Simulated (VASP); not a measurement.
# Te (C2/m) in VASP: single point with PBE

Aim: the single point of Te with PBE.

All numbers are computed with VASP 6.6.1; they aren't measurements. Logs are shortened: lines on timing, memory, paths and dates and some standing lists are left out, and cuts for length are marked.

## 1. The cell of the first run

It takes space group C2/m (No. 12, monoclinic). The conventional cell has a = 8.214 Å, b = 4.600 Å, c = 3.959 Å, α = 90.00°, β = 91.83°, γ = 90.00°. Te (site symmetry m) has 10 Te at 2.92 to 3.78 Å within 3.8 Å. Within 3.8 Å of Te (site symmetry 2/m) lie 10 Te at 2.92 to 3.78 Å.

## 2. Single point, PBE (equal xx and yy strain of -3 %)

File INCAR:

```
ALGO     = Normal         # electronic algorithm
EDIFF    = 1E-6           # SCF threshold, eV
ENCUT    = 520            # plane-wave cutoff, eV
GGA      = PE             # functional
ISIF     = 2              # what is computed and relaxed
ISMEAR   = -1             # smearing method
LASPH    = T              # aspherical terms in the spheres
LCHARG   = F              # write CHGCAR
LREAL    = F              # projectors in reciprocal space
LWAVE    = F              # write WAVECAR
NBANDS   = 16             # bands
NELM     = 60             # most SCF steps
PREC     = Accurate       # precision mode
SIGMA    = 0.05           # smearing width, eV
```

File KPOINTS:

```
k-points
0
Gamma
  8 8 8
```

File POSCAR:

```
Te
1.0
    4.1070770000     -2.3000640000      0.0000000000
    4.1070770000      2.3000640000      0.0000000000
   -0.1265365000      0.0000000000      3.9573500000
Te
3
Direct
    0.6760000000      0.6760000000      0.6750000000
    0.3240000000      0.3240000000      0.3250000000
    0.0000000000      0.0000000000      0.0000000000
```

Potentials or basis: VASP PAW PBE potentials, release 64 (Te).

On the command line:

```bash
$ cat potpaw_PBE.64/Te/POTCAR > POTCAR
$ mpirun -np 1 vasp_std > vasp.out
```

OUTCAR:

```text
EDIFF = 1E-6
   ENCUT = 520
   GGA = PE
   ISIF = 2
   ISMEAR = -1
   LASPH = T
   LREAL = F
   NELM = 60
   PREC = Accurate

 ion  position               nearest neighbor table
   1  0.676  0.676  0.675-   3 2.92   2 2.97   2 2.97   3 3.03   3 3.03   2 3.17   2 3.63   2 3.63

   2  0.324  0.324  0.325-   3 2.92   1 2.97   1 2.97   3 3.03   3 3.03   1 3.17   1 3.63   1 3.63

   3  0.000  0.000  0.000-   1 2.92   2 2.92   1 3.03   1 3.03   2 3.03   2 3.03

  LATTYP: Found a base centered monoclinic cell.
 ALAT       =     8.2141540000
 B/A-ratio  =     0.5600245625
 C/A-ratio  =     0.4820182930
 COS(beta)  =    -0.0319587259

  Lattice vectors:

 A1 = (   4.1070770000,  -2.3000640000,   0.0000000000)
 A2 = (   4.1070770000,   2.3000640000,   0.0000000000)
 A3 = (  -0.1265365000,   0.0000000000,   3.9573500000)

Analysis of symmetry for initial positions (statically):
=====================================================================
 Subroutine PRICEL returns:
 Original cell was already a primitive cell.

 Routine SETGRP: Setting up the symmetry group for a
 base centered monoclinic supercell.

 Subroutine GETGRP returns: Found  4 space group operations
 (whereof  4 operations were pure point group operations)
 out of a pool of  4 trial point group operations.

The static configuration has the point symmetry C_2h.

Analysis of symmetry for dynamics (positions and initial velocities):
=====================================================================
 Subroutine PRICEL returns:
 Original cell was already a primitive cell.

 Routine SETGRP: Setting up the symmetry group for a
 base centered monoclinic supercell.

 Subroutine GETGRP returns: Found  4 space group operations
 (whereof  4 operations were pure point group operations)
 out of a pool of  4 trial point group operations.

The dynamic configuration has the point symmetry C_2h.

 Subroutine INISYM returns: Found  4 space group operations
 (whereof  4 operations are pure point group operations),
 and found     1 'primitive' translations

----------------------------------------------------------------------------------------

                                     Primitive cell

  volume of cell :      74.7665

  direct lattice vectors                    reciprocal lattice vectors
[... 80 lines left out ...]
   PREC   = accura    normal or accurate (medium, high low for compatibility)
   ISTART =      0    job   : 0-new  1-cont  2-samecut
   ICHARG =      2    charge: 1-file 2-atom 10-const
   ISPIN  =      1    spin polarized calculation?
   LNONCOLLINEAR =      F non collinear calculations
   LSORBIT =      F    spin-orbit coupling
   LASPH  =      T    aspherical Exc in radial PAW
   ENCUT  =  520.0 eV  38.22 Ry    6.18 a.u.   8.75  8.75  7.36*2*pi/ulx,y,z
   NELM   =     60;   NELMIN=  2; NELMDL= -5     # of ELM steps
   EDIFF  = 0.1E-05   stopping-criterion for ELM
   LREAL  =      F    real-space projection
   EDIFFG = 0.1E-04   stopping-criterion for IOM
   NSW    =      0    number of steps for IOM
   IBRION =     -1    ionic relax: 0-MD 1-quasi-New 2-CG
   NFREE  =      0    steps in history (QN), initial steepest desc. (CG)
   ISIF   =      2    stress and relaxation
   ISYM   =      2    0-nonsym 1-usesym 2-fastsym
   POTIM  = 0.5000    time-step for ionic-motion
   TEBEG  =    0.0;   TEEND  =   0.0 temperature during run
   PSTRESS=    0.0 pullay stress
   NELECT =      18.0000    total number of electrons
   NUPDOWN=      -1.0000    fix difference up-down
   EMIN   =  10.00;   EMAX   =-10.00  energy-range for DOS
   EFERMI =   0.00;   METHOD = LEGACY
   ISMEAR =    -1;   SIGMA  =   0.05  broadening in eV -4-tet -1-fermi 0-gaus
   EFERMI_NEDOS =   21; number of points for ismear=-14 and -15
   IALGO  =     38    algorithm
   IMIX   =      4    mixing-type and parameters
     AMIX     =   0.40;   BMIX     =  1.00
     AMIX_MAG =   1.60;   BMIX_MAG =  1.00
  volume/ion in A,a.u.               =      24.92       168.18
  Fermi-wavevector in a.u.,A,eV,Ry     =   1.018427  1.924548 14.111876  1.037194
  Thomas-Fermi vector in A             =   2.151884
   LORBIT       =      0    0 simple, 1 ext, 2 COOP (PROOUT), +10 PAW based schemes
   GGA     = PE    functional components
   LHFCALC =     F    Hartree Fock is set to
   AEXX    =    0.0000 exact exchange contribution
   IVDW    =     0    specifies the selected vdW correction
   LEPSILON=     F    determine dielectric tensor
   LRPA    =     F    only Hartree local field effects (RPA)
 non-spin polarized calculation
  energy-cutoff  :      520.00
  volume of cell :       74.77
 maximum number of plane-waves:      2036
   NGX = 17   NGY = 17   NGZ = 15

 number of electron      18.0000000 magnetization

 Free energy of the ion-electron system (eV)
  ---------------------------------------------------
  ext. energy  EPLUGINS =         0.00000000
  ---------------------------------------------------
  free energy    TOTEN  =        -8.35287924 eV

  energy without entropy =       -8.33988296  energy(sigma->0) =       -8.34638110

 E-fermi :  10.0370     XC(G=0): -10.5972

 val. band max:       10.0338378959   @ k =   0.5000   0.1250   0.2500
 cond. band min:      10.0403211171   @ k =   0.3750   0.1250   0.0000
 fundamental gap:      0.0064832212
 Fermi energy:        10.0369640203

 k-point     1 :       0.0000    0.0000    0.0000
  band No.  band energies     occupation
      1      -5.4628      2.00000
      2       0.3854      2.00000
      3       0.4458      2.00000
      4       4.9574      2.00000
      5       5.2641      2.00000
      6       5.7884      2.00000
[... 433 lines left out ...]
      3       0.2643      2.00000
      4       3.7870      2.00000
      5       4.0529      2.00000
      6       7.1399      2.00000
[... 8 lines left out ...]
     15      17.1642      0.00000
     16      17.9805      0.00000

 [... further k-points ...]
[... 5 lines left out ...]
  --------------------------------------------------------------------------------------
  -------------------------------------------------------------------------------------
  Total        8.5297614      8.3997528      6.6789809      0.0000000      0.0000000      0.4036225
  in kB      182.7848684    179.9989045    143.1243605      0.0000000      0.0000000      8.6492564
  external PRESSURE =     168.6360445 kB  Pullay stress =       0.0000000 kB

 VOLUME and BASIS-vectors are now :
 -----------------------------------------------------------------------------
  energy-cutoff  :      520.00
  volume of cell :       74.77
      direct lattice vectors                 reciprocal lattice vectors
     4.107077000 -2.300064000  0.000000000     0.121741083 -0.217385255  0.003892678
     4.107077000  2.300064000  0.000000000     0.121741083  0.217385255  0.003892678
    -0.126536500  0.000000000  3.957350000     0.000000000  0.000000000  0.252694354

 POSITION                                       TOTAL-FORCE (eV/Angst)
 -----------------------------------------------------------------------------------
      5.46736      0.00000      2.67121        -0.674563      0.000000     -0.265790
      2.62026      0.00000      1.28614         0.674563      0.000000      0.265790
      0.00000      0.00000      0.00000         0.000000      0.000000      0.000000
 -----------------------------------------------------------------------------------
    total drift:                               -0.000000      0.000000      0.000000

  FREE ENERGIE OF THE ION-ELECTRON SYSTEM (eV)
  ---------------------------------------------------
  free  energy   TOTEN  =        -8.3528792446 eV

  energy  without entropy=       -8.3398829598  energy(sigma->0) =       -8.34638110
```

Run time: 2.1 min. Hardware: 1 thread of Oxide Virtual Turin-like, shared host; peak memory 0.25 GiB.

What came out:

```
Free energy            : -8.3529 eV
Pressure               : 16.9 GPa
Largest force          : 0.725 eV/Å
Band gap on the k mesh : zero (band 9 reaches 12.01 eV, above the bottom of band 10 at 7.99 eV)
```

Forces in eV/Å, atoms in the order of the input:
```
Te  -0.675  0.000 -0.266
Te   0.675  0.000  0.266
Te   0.000  0.000  0.000
```

Stress tensor (GPa, compression positive):
```
18.28  0.00  0.86
 0.00 18.00  0.00
 0.86  0.00 14.31
```

Caveat: the cell differs from its parent crystal (equal xx and yy strain of -3 %); spin-orbit coupling is left out, which moves the levels of the heavy elements.
